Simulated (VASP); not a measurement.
# ZrSe2 (P-3m1) in VASP: notebook

The runs below take ZrSe2 through single point, relaxation of cell and atoms, with PBE+D3(BJ), RPBE.

All numbers are computed with VASP 6.6.1; they aren't measurements. Logs are shortened: lines on timing, memory, paths and dates and some standing lists are left out, and cuts for length are marked.

**The experiment to reproduce.**

“Stress-Tuned Optical Transitions in Layered 1T-MX2 (M= Hf, Zr, Sn; X= S, Se) Crystals”, 2022, arxiv:2210.12074 quotes, for a bulk crystal of ZrSe2: band gap 1.2 eV (indirect).

The runs below are set against these values where they give the same quantity.

**1. The cell of the first run**

Symmetry: P-3m1, No. 164, trigonal system. Conventional cell: a = 3.747 Å, b = 3.747 Å, c = 6.028 Å, α = 90.00°, β = 90.00°, γ = 120.00°. Within 3.5 Å of Zr (site symmetry -3m) lie 6 Se at 2.69 Å. Se (site symmetry 3m) has 3 Zr at 2.69 Å and 3 Se at 3.57 Å within 3.6 Å.

**2. Single point, PBE+D3(BJ)**

Contents of INCAR:

```
SYSTEM = ZrSe2
PREC = Accurate
ENCUT = 500
EDIFF = 1E-6
ISMEAR = 0
SIGMA = 0.01
LREAL = .FALSE.
LASPH = .TRUE.
NELM = 120
ALGO = Normal
ISIF = 2
LWAVE = .FALSE.
LCHARG = .FALSE.
GGA = PE
IVDW = 12
NBANDS = 19
GGA_COMPAT = .FALSE.
```

Contents of KPOINTS:

```
Automatic mesh
0
G
  6 6 3
  0 0 0
```

Contents of POSCAR:

```
ZrSe2
1.0
    3.7466050525      0.0000000000      0.0000000000
   -1.8733025262      3.2446551534      0.0000000000
    0.0000000000      0.0000000000      6.0283452438
Zr Se
1 2
Direct
    0.0000000000      0.0000000000      0.0000000000
    0.3333333333      0.6666666667      0.2640076536
    0.6666666667      0.3333333333      0.7359923464
```

Potentials or basis: VASP PAW PBE potentials, release 64 (Zr_sv, Se).

Launch:

```
cat potpaw_PBE.64/Zr_sv/POTCAR potpaw_PBE.64/Se/POTCAR > POTCAR
mpirun -np 1 vasp_std > vasp.out
```

OUTCAR:

```text
SYSTEM = ZrSe2
   PREC = Accurate
   ENCUT = 500
   EDIFF = 1E-6
   ISMEAR = 0
   LREAL = .FALSE.
   LASPH = .TRUE.
   NELM = 120
   ISIF = 2
   GGA = PE
   IVDW = 12
 IVDW          = 12

 ion  position               nearest neighbor table
   1  0.000  0.000  0.000-   2 2.69   3 2.69   2 2.69   3 2.69   3 2.69   2 2.69
   2  0.333  0.667  0.264-   1 2.69   1 2.69   1 2.69
   3  0.667  0.333  0.736-   1 2.69   1 2.69   1 2.69

  LATTYP: Found a hexagonal cell.
 ALAT       =     3.7466050525
 C/A-ratio  =     1.6090154044

  Lattice vectors:

 A1 = (   3.7466050525,   0.0000000000,   0.0000000000)
 A2 = (  -1.8733025262,   3.2446551534,   0.0000000000)
 A3 = (   0.0000000000,   0.0000000000,   6.0283452438)

Analysis of symmetry for initial positions (statically):
=====================================================================
 Subroutine PRICEL returns:
 Original cell was already a primitive cell.

 Routine SETGRP: Setting up the symmetry group for a
 hexagonal supercell.

 Subroutine GETGRP returns: Found 12 space group operations
 (whereof 12 operations were pure point group operations)
 out of a pool of 24 trial point group operations.

The static configuration has the point symmetry D_3d.

Analysis of symmetry for dynamics (positions and initial velocities):
=====================================================================
 Subroutine PRICEL returns:
 Original cell was already a primitive cell.

 Routine SETGRP: Setting up the symmetry group for a
 hexagonal supercell.

 Subroutine GETGRP returns: Found 12 space group operations
 (whereof 12 operations were pure point group operations)
 out of a pool of 24 trial point group operations.

The dynamic configuration has the point symmetry D_3d.

 Subroutine INISYM returns: Found 12 space group operations
 (whereof 12 operations are pure point group operations),
 and found     1 'primitive' translations

----------------------------------------------------------------------------------------

                                     Primitive cell

  volume of cell :      73.2832

  direct lattice vectors                    reciprocal lattice vectors
     3.746605053  0.000000000  0.000000000     0.266908304  0.154099581  0.000000000
    -1.873302526  3.244655153  0.000000000     0.000000000  0.308199162  0.000000000
     0.000000000  0.000000000  6.028345244     0.000000000  0.000000000  0.165883001

  length of vectors
     3.746605053  3.746605052  6.028345244     0.308199162  0.308199162  0.165883001

  position of ions in fractional coordinates (direct lattice)
     0.000000000  0.000000000  0.000000000
     0.333333333  0.666666667  0.264007654
     0.666666667  0.333333333  0.735992346

  ion indices of the primitive-cell ions
   primitive index   ion index
                 1           1
                 2           2
                 3           3

----------------------------------------------------------------------------------------

 KPOINTS: Automatic mesh

Automatic generation of k-mesh.
 Grid dimensions read from file:
 generate k-points for:    6    6    3

 Generating k-lattice:

  Cartesian coordinates                     Fractional coordinates (reciprocal lattice)
     0.044484717  0.025683264  0.000000000     0.166666667  0.000000000  0.000000000
     0.000000000  0.051366527  0.000000000     0.000000000  0.166666667  0.000000000
     0.000000000  0.000000000  0.055294334     0.000000000  0.000000000  0.333333333

  Length of vectors
     0.051366527  0.051366527  0.055294334

  Shift w.r.t. Gamma in fractional coordinates (k-lattice)
     0.000000000  0.000000000  0.000000000

 Subroutine IBZKPT returns following result:
 ===========================================

 Found     17 irreducible k-points:

 Following reciprocal coordinates:
            Coordinates               Weight
  0.000000  0.000000  0.000000      1.000000
  0.166667  0.000000  0.000000      6.000000
  0.333333  0.000000  0.000000      6.000000
  0.500000  0.000000  0.000000      3.000000
  0.166667  0.166667  0.000000      6.000000
  0.333333  0.166667  0.000000     12.000000
[... 9 lines left out ...]
 -0.166667  0.500000  0.333333     12.000000
  0.333333  0.333333  0.333333      4.000000
   k-points           NKPTS =     17   k-points in BZ     NKDIM =     17   number of bands    NBANDS=     19
   number of dos      NEDOS =    301   number of ions     NIONS =      3
   total plane-waves  NPLWV =  37632
   dimension x,y,z NGX =    28 NGY =   28 NGZ =   48
   dimension x,y,z NGXF=    56 NGYF=   56 NGZF=   96
   ions per type =               1   2
   NGX,Y,Z   is equivalent  to a cutoff of  12.42, 12.42, 13.24 a.u.
   NGXF,Y,Z  is equivalent  to a cutoff of  24.85, 24.85, 26.47 a.u.
 SYSTEM =  ZrSe2
   PREC   = accura    normal or accurate (medium, high low for compatibility)
   ISTART =      0    job   : 0-new  1-cont  2-samecut
   ICHARG =      2    charge: 1-file 2-atom 10-const
   ISPIN  =      1    spin polarized calculation?
   LNONCOLLINEAR =      F non collinear calculations
   LSORBIT =      F    spin-orbit coupling
   LASPH  =      T    aspherical Exc in radial PAW
   ENCUT  =  500.0 eV  36.75 Ry    6.06 a.u.   6.83  6.83 10.99*2*pi/ulx,y,z
   NELM   =    120;   NELMIN=  2; NELMDL= -5     # of ELM steps
   EDIFF  = 0.1E-05   stopping-criterion for ELM
   LREAL  =      F    real-space projection
   EDIFFG = 0.1E-04   stopping-criterion for IOM
   NSW    =      0    number of steps for IOM
   IBRION =     -1    ionic relax: 0-MD 1-quasi-New 2-CG
   NFREE  =      0    steps in history (QN), initial steepest desc. (CG)
   ISIF   =      2    stress and relaxation
   ISYM   =      2    0-nonsym 1-usesym 2-fastsym
   POTIM  = 0.5000    time-step for ionic-motion
   TEBEG  =    0.0;   TEEND  =   0.0 temperature during run
   PSTRESS=    0.0 pullay stress
   NELECT =      24.0000    total number of electrons
   NUPDOWN=      -1.0000    fix difference up-down
   EMIN   =  10.00;   EMAX   =-10.00  energy-range for DOS
   EFERMI =   0.00;   METHOD = LEGACY
   ISMEAR =     0;   SIGMA  =   0.01  broadening in eV -4-tet -1-fermi 0-gaus
   EFERMI_NEDOS =   21; number of points for ismear=-14 and -15
   IALGO  =     38    algorithm
   IMIX   =      4    mixing-type and parameters
     AMIX     =   0.40;   BMIX     =  1.00
     AMIX_MAG =   1.60;   BMIX_MAG =  1.00
  volume/ion in A,a.u.               =      24.43       164.85
  Fermi-wavevector in a.u.,A,eV,Ry     =   1.128436  2.132435 17.325230  1.273369
  Thomas-Fermi vector in A             =   2.265126
   LORBIT       =      0    0 simple, 1 ext, 2 COOP (PROOUT), +10 PAW based schemes
   GGA     = PE    functional components
   LHFCALC =     F    Hartree Fock is set to
   AEXX    =    0.0000 exact exchange contribution
   IVDW    =    12    specifies the selected vdW correction
   LEPSILON=     F    determine dielectric tensor
   LRPA    =     F    only Hartree local field effects (RPA)
 non-spin polarized calculation
 Gauss-broadening in eV      SIGMA  =   0.01
  energy-cutoff  :      500.00
  volume of cell :       73.28
 maximum number of plane-waves:      1887
 NGX is ok and might be reduce to    28
   NGX = 13   NGY = 13   NGZ = 21

 number of electron      23.9999999 magnetization

 Free energy of the ion-electron system (eV)
  ---------------------------------------------------
  ext. energy  EPLUGINS =         0.00000000
  ---------------------------------------------------
  free energy    TOTEN  =       -19.50962272 eV

  energy without entropy =      -19.50962272  energy(sigma->0) =      -19.50962272

 E-fermi :   5.0388     XC(G=0):  -9.7656

 val. band max:        4.9946408594   @ k =   0.0000   0.0000   0.0000
 cond. band min:       5.1258927111   @ k =   0.5000   0.0000   0.3333
 fundamental gap:      0.1312518517
 Fermi energy:         5.0388413757

 k-point     1 :       0.0000    0.0000    0.0000
  band No.  band energies     occupation
      1     -44.6291      2.00000
      2     -22.6886      2.00000
      3     -22.5636      2.00000
      4     -22.5636      2.00000
      5      -8.5571      2.00000
      6      -7.1568      2.00000
[... 11 lines left out ...]
     18       9.7072      0.00000
     19       9.8218      0.00000

 k-point     2 :       0.1667    0.0000    0.0000
  band No.  band energies     occupation
      1     -44.6256      2.00000
      2     -22.6764      2.00000
      3     -22.6159      2.00000
      4     -22.5749      2.00000
      5      -8.3033      2.00000
      6      -7.1798      2.00000
[... 11 lines left out ...]
     18      11.0463      0.00000
     19      11.5561      0.00000

 k-point     3 :       0.3333    0.0000    0.0000
  band No.  band energies     occupation
      1     -44.6184      2.00000
      2     -22.7193      2.00000
      3     -22.6507      2.00000
      4     -22.5973      2.00000
      5      -7.7346      2.00000
      6      -7.2233      2.00000
[... 11 lines left out ...]
     18      11.6119      0.00000
     19      12.0944      0.00000

 k-point     4 :       0.5000    0.0000    0.0000
  band No.  band energies     occupation
      1     -44.6149      2.00000
      2     -22.7695      2.00000
      3     -22.6383      2.00000
      4     -22.6085      2.00000
      5      -7.4303      2.00000
      6      -7.2171      2.00000
[... 253 lines left out ...]
     18      11.0579      0.00000
     19      12.5257      0.00000

 k-point    16 :      -0.1667    0.5000    0.3333
  band No.  band energies     occupation
      1     -44.6149      2.00000
      2     -22.7424      2.00000
      3     -22.6409      2.00000
      4     -22.6341      2.00000
      5      -7.5034      2.00000
      6      -7.1292      2.00000
[... 11 lines left out ...]
     18      11.2049      0.00000
     19      12.0310      0.00000

 k-point    17 :       0.3333    0.3333    0.3333
  band No.  band energies     occupation
      1     -44.6131      2.00000
      2     -22.7048      2.00000
      3     -22.7048      2.00000
      4     -22.6330      2.00000
      5      -7.2406      2.00000
      6      -7.2406      2.00000
[... 11 lines left out ...]
     18      12.1668      0.00000
     19      12.8119      0.00000

------------------------ aborting loop because EDIFF is reached ----------------------------------------

 Edisp (eV)   -1.21151

 E8    (eV) :    -0.5458

  FORCE on cell =-STRESS in cart. coord.  units (eV):
  Direction    XX          YY          ZZ          XY          YZ          ZX
  --------------------------------------------------------------------------------------
  -------------------------------------------------------------------------------------
  Total       0.04818     0.04818     0.04881     0.00000    -0.00000     0.00000
  in kB       1.05326     1.05326     1.06712     0.00000    -0.00000     0.00000
  external pressure =        1.06 kB  Pullay stress =        0.00 kB

 VOLUME and BASIS-vectors are now :
 -----------------------------------------------------------------------------
  energy-cutoff  :      500.00
  volume of cell :       73.28
      direct lattice vectors                 reciprocal lattice vectors
     3.746605053  0.000000000  0.000000000     0.266908304  0.154099581  0.000000000
    -1.873302526  3.244655153  0.000000000     0.000000000  0.308199162  0.000000000
     0.000000000  0.000000000  6.028345244     0.000000000  0.000000000  0.165883001

 POSITION                                       TOTAL-FORCE (eV/Angst)
 -----------------------------------------------------------------------------------
      0.00000      0.00000      0.00000        -0.000000      0.000000     -0.000000
     -0.00000      2.16310      1.59153         0.000000     -0.000000      0.017616
      1.87330      1.08155      4.43682        -0.000000      0.000000     -0.017616
 -----------------------------------------------------------------------------------
    total drift:                               -0.000000     -0.000000      0.000000

  FREE ENERGIE OF THE ION-ELECTRON SYSTEM (eV)
  ---------------------------------------------------
  free  energy   TOTEN  =       -20.7211351794 eV

  energy  without entropy=      -20.7211351794  energy(sigma->0) =      -20.72113518
```

Run time: 45 s. Hardware: 1 thread of Intel Xeon 8259CL, shared host; peak memory 0.2 GiB.

What came out:

| Property | Result |
| --- | --- |
| Free energy | -20.7211 eV |
| Pressure | 0.1 GPa |
| Largest force | 0.018 eV/Å |
| Band gap on the k mesh | 0.13 eV (least direct gap 0.91 eV) |
| Dispersion energy per atom | -0.404 eV |

Forces on the atoms (eV/Å):
```
Zr   0.000  0.000  0.000
Se   0.000  0.000  0.018
Se   0.000  0.000 -0.018
```

Levels at points of the mesh, in eV from the valence-band top:
```tsv
k point	band 9	band 10	band 11	band 12	band 13	band 14	band 15	band 16
(0.00, 0.00, 0.00)	-2.80	-0.13	-0.13	0.00	0.91	0.91	1.23	3.95
(0.50, 0.00, 0.00)	-2.98	-2.61	-2.53	-1.58	0.25	2.47	2.87	4.60
```

Caveat: an odd mesh through Γ misses points on the zone boundary, where band edges can lie.

[end of part 1 of 3]
